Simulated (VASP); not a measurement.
# CaH (Cmcm) in VASP: single point with PBE

Aim: the single point of CaH with PBE.

Everything below comes from runs of VASP 6.6.1. Logs are shortened: lines on timing, memory, paths and dates and some standing lists are left out, and cuts for length are marked.

### 1 The cell of the first run

The structure is orthorhombic, space group Cmcm (No. 63). Conventional cell: a = 4.151 Å, b = 7.100 Å, c = 4.885 Å, α = 90.00°, β = 90.00°, γ = 90.00°. Ca (site symmetry m2m) has 5 H at 2.38 to 2.44 Å within 3.1 Å. H (site symmetry m2m) has 5 Ca at 2.38 to 2.44 Å within 3.1 Å.

### 2 Single point, PBE

INCAR

```
SYSTEM = CaH
PREC = Accurate ; ENCUT = 520
EDIFF = 1E-6 ; ISMEAR = 0
SIGMA = 0.1 ; LREAL = .False.
LASPH = .True. ; NELM = 60
ALGO = Normal ; ISIF = 2
LWAVE = .False. ; LCHARG = .False.
GGA = PE ; NBANDS = 19
```

KPOINTS

```
regular mesh
0
Gamma
  6 6 4
  0 0 0
```

POSCAR

```
CaH
1.0
    2.0756816094     -3.5501893588      0.0000000000
    2.0756816094      3.5501893588      0.0000000000
    0.0000000000      0.0000000000      4.8845432204
Ca H
2 2
Direct
    0.3314986820      0.6685013180      0.2500000000
    0.6685013180      0.3314986820      0.7500000000
    0.6660728533      0.3339271467      0.2500000000
    0.3339271467      0.6660728533      0.7500000000
```

Potentials or basis: VASP PAW PBE potentials, release 64 (Ca_sv, H).

Run with:

```bash
$ cat potpaw_PBE.64/Ca_sv/POTCAR potpaw_PBE.64/H/POTCAR > POTCAR
$ mpirun -np 1 vasp_std > vasp.out
```

OUTCAR:

```text
SYSTEM = CaH
   PREC = Accurate
   ENCUT = 520
   EDIFF = 1E-6
   ISMEAR = 0
   LREAL = .False.
   LASPH = .True.
   NELM = 60
   ISIF = 2
   GGA = PE

 ion  position               nearest neighbor table
   1  0.331  0.669  0.250-
   2  0.669  0.331  0.750-
   3  0.666  0.334  0.250-
   4  0.334  0.666  0.750-

  LATTYP: Found a base centered orthorhombic cell.
 ALAT       =     4.1513632188
 B/A-ratio  =     1.7103727964
 C/A-ratio  =     1.1766118653

  Lattice vectors:

 A1 = (   2.0756816094,  -3.5501893588,   0.0000000000)
 A2 = (   2.0756816094,   3.5501893588,   0.0000000000)
 A3 = (   0.0000000000,   0.0000000000,   4.8845432204)

Analysis of symmetry for initial positions (statically):
=====================================================================
 Subroutine PRICEL returns:
 Original cell was already a primitive cell.

 Routine SETGRP: Setting up the symmetry group for a
 base centered orthorhombic supercell.

 Subroutine GETGRP returns: Found  8 space group operations
 (whereof  4 operations were pure point group operations)
 out of a pool of  8 trial point group operations.

The static configuration has the point symmetry C_2h.
 The point group associated with its full space group is D_2h.

Analysis of symmetry for dynamics (positions and initial velocities):
=====================================================================
 Subroutine PRICEL returns:
 Original cell was already a primitive cell.

 Routine SETGRP: Setting up the symmetry group for a
 base centered orthorhombic supercell.

 Subroutine GETGRP returns: Found  8 space group operations
 (whereof  4 operations were pure point group operations)
 out of a pool of  8 trial point group operations.

The dynamic configuration has the point symmetry C_2h.
 The point group associated with its full space group is D_2h.

 Subroutine INISYM returns: Found  8 space group operations
 (whereof  4 operations are pure point group operations),
 and found     1 'primitive' translations

----------------------------------------------------------------------------------------

                                     Primitive cell

  volume of cell :      71.9890

  direct lattice vectors                    reciprocal lattice vectors
     2.075681609 -3.550189359  0.000000000     0.240884728 -0.140837558  0.000000000
     2.075681609  3.550189359  0.000000000     0.240884728  0.140837558  0.000000000
     0.000000000  0.000000000  4.884543220     0.000000000  0.000000000  0.204727434

  length of vectors
     4.112456520  4.112456520  4.884543220     0.279035249  0.279035249  0.204727434

  position of ions in fractional coordinates (direct lattice)
     0.331498682  0.668501318  0.250000000
     0.668501318  0.331498682  0.750000000
     0.666072853  0.333927147  0.250000000
     0.333927147  0.666072853  0.750000000

  ion indices of the primitive-cell ions
   primitive index   ion index
                 1           1
                 2           2
                 3           3
                 4           4

----------------------------------------------------------------------------------------

 KPOINTS: regular mesh

Automatic generation of k-mesh.
 Grid dimensions read from file:
 generate k-points for:    6    6    4

 Generating k-lattice:

  Cartesian coordinates                     Fractional coordinates (reciprocal lattice)
     0.040147455 -0.023472926  0.000000000     0.166666667 -0.000000000  0.000000000
     0.040147455  0.023472926  0.000000000    -0.000000000  0.166666667  0.000000000
     0.000000000  0.000000000  0.051181859     0.000000000  0.000000000  0.250000000

  Length of vectors
     0.046505875  0.046505875  0.051181859

  Shift w.r.t. Gamma in fractional coordinates (k-lattice)
     0.000000000  0.000000000  0.000000000

 Subroutine IBZKPT returns following result:
 ===========================================

 Found     39 irreducible k-points:

 Following reciprocal coordinates:
            Coordinates               Weight
  0.000000  0.000000  0.000000      1.000000
  0.166667 -0.000000  0.000000      4.000000
  0.333333 -0.000000  0.000000      4.000000
  0.500000  0.000000  0.000000      2.000000
  0.166667  0.166667  0.000000      2.000000
  0.333333  0.166667  0.000000      4.000000
[... 16 lines left out ...]
  0.333333  0.333333  0.250000      4.000000
  0.500000  0.333333  0.250000      8.000000
 [... further k-points ...]
   k-points           NKPTS =     39   k-points in BZ     NKDIM =     39   number of bands    NBANDS=     19
   number of dos      NEDOS =    301   number of ions     NIONS =      4
   total plane-waves  NPLWV =  36864
   dimension x,y,z NGX =    32 NGY =   32 NGZ =   36
   dimension x,y,z NGXF=    64 NGYF=   64 NGZF=   72
   ions per type =               2   2
   NGX,Y,Z   is equivalent  to a cutoff of  12.94, 12.94, 12.25 a.u.
   NGXF,Y,Z  is equivalent  to a cutoff of  25.87, 25.87, 24.51 a.u.
 SYSTEM =  CaH
   PREC   = accura    normal or accurate (medium, high low for compatibility)
   ISTART =      0    job   : 0-new  1-cont  2-samecut
   ICHARG =      2    charge: 1-file 2-atom 10-const
   ISPIN  =      1    spin polarized calculation?
   LNONCOLLINEAR =      F non collinear calculations
   LSORBIT =      F    spin-orbit coupling
   LASPH  =      T    aspherical Exc in radial PAW
   ENCUT  =  520.0 eV  38.22 Ry    6.18 a.u.   7.65  7.65  9.08*2*pi/ulx,y,z
   NELM   =     60;   NELMIN=  2; NELMDL= -5     # of ELM steps
   EDIFF  = 0.1E-05   stopping-criterion for ELM
   LREAL  =      F    real-space projection
   EDIFFG = 0.1E-04   stopping-criterion for IOM
   NSW    =      0    number of steps for IOM
   IBRION =     -1    ionic relax: 0-MD 1-quasi-New 2-CG
   NFREE  =      0    steps in history (QN), initial steepest desc. (CG)
   ISIF   =      2    stress and relaxation
   ISYM   =      2    0-nonsym 1-usesym 2-fastsym
   POTIM  = 0.5000    time-step for ionic-motion
   TEBEG  =    0.0;   TEEND  =   0.0 temperature during run
   PSTRESS=    0.0 pullay stress
   NELECT =      22.0000    total number of electrons
   NUPDOWN=      -1.0000    fix difference up-down
   EMIN   =  10.00;   EMAX   =-10.00  energy-range for DOS
   EFERMI =   0.00;   METHOD = LEGACY
   ISMEAR =     0;   SIGMA  =   0.10  broadening in eV -4-tet -1-fermi 0-gaus
   EFERMI_NEDOS =   21; number of points for ismear=-14 and -15
   IALGO  =     38    algorithm
   IMIX   =      4    mixing-type and parameters
     AMIX     =   0.40;   BMIX     =  1.00
     AMIX_MAG =   1.60;   BMIX_MAG =  1.00
  volume/ion in A,a.u.               =      18.00       121.45
  Fermi-wavevector in a.u.,A,eV,Ry     =   1.102707  2.083815 16.544192  1.215964
  Thomas-Fermi vector in A             =   2.239154
   LORBIT       =      0    0 simple, 1 ext, 2 COOP (PROOUT), +10 PAW based schemes
   GGA     = PE    functional components
   LHFCALC =     F    Hartree Fock is set to
   AEXX    =    0.0000 exact exchange contribution
   IVDW    =     0    specifies the selected vdW correction
   LEPSILON=     F    determine dielectric tensor
   LRPA    =     F    only Hartree local field effects (RPA)
 non-spin polarized calculation
 Gauss-broadening in eV      SIGMA  =   0.10
  energy-cutoff  :      520.00
  volume of cell :       71.99
 maximum number of plane-waves:      1986
 NGX is ok and might be reduce to    32
   NGX = 15   NGY = 15   NGZ = 19

 number of electron      22.0000000 magnetization

 Free energy of the ion-electron system (eV)
  ---------------------------------------------------
  ext. energy  EPLUGINS =         0.00000000
  ---------------------------------------------------
  free energy    TOTEN  =       -11.82986967 eV

  energy without entropy =      -11.82641874  energy(sigma->0) =      -11.82814420

 E-fermi :   2.9376     XC(G=0):  -8.6220

 val. band max:        2.7006820841   @ k =  -0.3333   0.1667   0.2500
 cond. band min:       2.9402418987   @ k =   0.3333   0.3333   0.5000
 fundamental gap:      0.2395598147
 Fermi energy:         2.9375668901

 k-point     1 :       0.0000    0.0000    0.0000
  band No.  band energies     occupation
      1     -38.6531      2.00000
      2     -38.5718      2.00000
      3     -19.9372      2.00000
      4     -19.6505      2.00000
      5     -19.6379      2.00000
      6     -19.5522      2.00000
[... 11 lines left out ...]
     18       5.6100      0.00000
     19       7.3357      0.00000

 k-point     2 :       0.1667   -0.0000    0.0000
  band No.  band energies     occupation
      1     -38.6470      2.00000
      2     -38.5754      2.00000
      3     -19.9129      2.00000
      4     -19.6642      2.00000
      5     -19.6520      2.00000
      6     -19.5738      2.00000
[... 11 lines left out ...]
     18       6.8612      0.00000
     19       7.6090      0.00000

 k-point     3 :       0.3333   -0.0000    0.0000
  band No.  band energies     occupation
      1     -38.6321      2.00000
      2     -38.5854      2.00000
      3     -19.8508      2.00000
      4     -19.6941      2.00000
      5     -19.6763      2.00000
      6     -19.6304      2.00000
[... 11 lines left out ...]
     18       7.2620      0.00000
     19       8.0021      0.00000

 k-point     4 :       0.5000    0.0000    0.0000
  band No.  band energies     occupation
      1     -38.6207      2.00000
      2     -38.5944      2.00000
      3     -19.8013      2.00000
      4     -19.7104      2.00000
      5     -19.6871      2.00000
      6     -19.6772      2.00000
[... 11 lines left out ...]
     18       7.3080      0.00000
     19       7.4805      0.00000

 k-point     5 :       0.1667    0.1667    0.0000
  band No.  band energies     occupation
      1     -38.6363      2.00000
      2     -38.5825      2.00000
      3     -19.8688      2.00000
      4     -19.6833      2.00000
      5     -19.6730      2.00000
      6     -19.6140      2.00000
[... 11 lines left out ...]
     18       7.2142      0.00000
     19       7.9159      0.00000

 k-point     6 :       0.3333    0.1667    0.0000
  band No.  band energies     occupation
      1     -38.6207      2.00000
      2     -38.5943      2.00000
      3     -19.8016      2.00000
      4     -19.7196      2.00000
      5     -19.6769      2.00000
      6     -19.6706      2.00000
[... 11 lines left out ...]
     18       6.9696      0.00000
     19       7.4173      0.00000

 k-point     7 :       0.5000    0.1667    0.0000
  band No.  band energies     occupation
      1     -38.6209      2.00000
      2     -38.5940      2.00000
      3     -19.8026      2.00000
      4     -19.7220      2.00000
      5     -19.6756      2.00000
      6     -19.6692      2.00000
[... 11 lines left out ...]
     18       7.0437      0.00000
     19       7.4707      0.00000

 k-point     8 :      -0.3333    0.1667    0.0000
  band No.  band energies     occupation
      1     -38.6364      2.00000
      2     -38.5821      2.00000
      3     -19.8696      2.00000
      4     -19.6901      2.00000
      5     -19.6689      2.00000
      6     -19.6126      2.00000
[... 256 lines left out ...]
 k-point    20 :       0.5000    0.1667    0.2500
  band No.  band energies     occupation
      1     -38.6168      2.00000
      2     -38.5978      2.00000
      3     -19.8620      2.00000
      4     -19.7858      2.00000
      5     -19.6819      2.00000
      6     -19.5923      2.00000
[... 11 lines left out ...]
     18       7.1194      0.00000
     19       7.2193      0.00000

 k-point    21 :      -0.3333    0.1667    0.2500
  band No.  band energies     occupation
      1     -38.6283      2.00000
      2     -38.5899      2.00000
      3     -19.8775      2.00000
      4     -19.7246      2.00000
      5     -19.6576      2.00000
      6     -19.6153      2.00000
[... 11 lines left out ...]
     18       7.0022      0.00000
     19       7.9043      0.00000

 k-point    22 :      -0.1667    0.1667    0.2500
  band No.  band energies     occupation
      1     -38.6364      2.00000
      2     -38.5856      2.00000
      3     -19.8850      2.00000
      4     -19.6640      2.00000
      5     -19.6401      2.00000
      6     -19.6214      2.00000
[... 11 lines left out ...]
     18       6.7817      0.00000
     19       7.5521      0.00000

 k-point    23 :       0.3333    0.3333    0.2500
  band No.  band energies     occupation
      1     -38.6069      2.00000
      2     -38.6062      2.00000
      3     -19.8283      2.00000
      4     -19.8254      2.00000
      5     -19.7044      2.00000
      6     -19.5548      2.00000
[... 11 lines left out ...]
     18       6.5600      0.00000
     19       7.6988      0.00000

 k-point    24 :       0.5000    0.3333    0.2500
  band No.  band energies     occupation
      1     -38.6170      2.00000
      2     -38.5972      2.00000
      3     -19.8612      2.00000
      4     -19.7823      2.00000
      5     -19.6859      2.00000
      6     -19.5947      2.00000
[... 11 lines left out ...]
     18       7.1250      0.00000
     19       7.2243      0.00000

 [... further k-points ...]
[... 5 lines left out ...]
  --------------------------------------------------------------------------------------
  -------------------------------------------------------------------------------------
  Total       -0.0202638      0.0500495      0.0237756      0.0000000      0.0000000      0.0000000
  in kB       -0.4509878      1.1138948      0.5291471      0.0000000      0.0000000      0.0000000
  external PRESSURE =       0.3973514 kB  Pullay stress =       0.0000000 kB

 VOLUME and BASIS-vectors are now :
 -----------------------------------------------------------------------------
  energy-cutoff  :      520.00
  volume of cell :       71.99
      direct lattice vectors                 reciprocal lattice vectors
     2.075681609 -3.550189359  0.000000000     0.240884728 -0.140837558  0.000000000
     2.075681609  3.550189359  0.000000000     0.240884728  0.140837558  0.000000000
     0.000000000  0.000000000  4.884543220     0.000000000  0.000000000  0.204727434

 POSITION                                       TOTAL-FORCE (eV/Angst)
 -----------------------------------------------------------------------------------
      2.07568      1.19642      1.22114         0.000000     -0.003639     -0.000000
      2.07568     -1.19642      3.66341         0.000000      0.003639     -0.000000
      2.07568     -1.17918      1.22114         0.000000      0.000605     -0.000000
      2.07568      1.17918      3.66341         0.000000     -0.000605      0.000000
 -----------------------------------------------------------------------------------
    total drift:                                0.000000      0.000000     -0.000000

  FREE ENERGIE OF THE ION-ELECTRON SYSTEM (eV)
  ---------------------------------------------------
  free  energy   TOTEN  =       -11.8298696705 eV

  energy  without entropy=      -11.8264187377  energy(sigma->0) =      -11.82814420
```

Wall time 25 s (1 thread of Intel Xeon 6975P-C (Granite Rapids), shared host); peak memory 0.2 GiB.

What came out:

| Item | Value |
| --- | --- |
| Free energy | -11.8299 eV |
| Pressure | 0.0 GPa |
| Largest force | 0.004 eV/Å |
| Band gap on the k mesh | zero (band 11 reaches 4.70 eV, above the bottom of band 12 at 2.19 eV) |

Forces on the atoms (eV/Å):
```
Ca   0.000 -0.004  0.000
Ca   0.000  0.004  0.000
H    0.000  0.001  0.000
H    0.000 -0.001  0.000
```
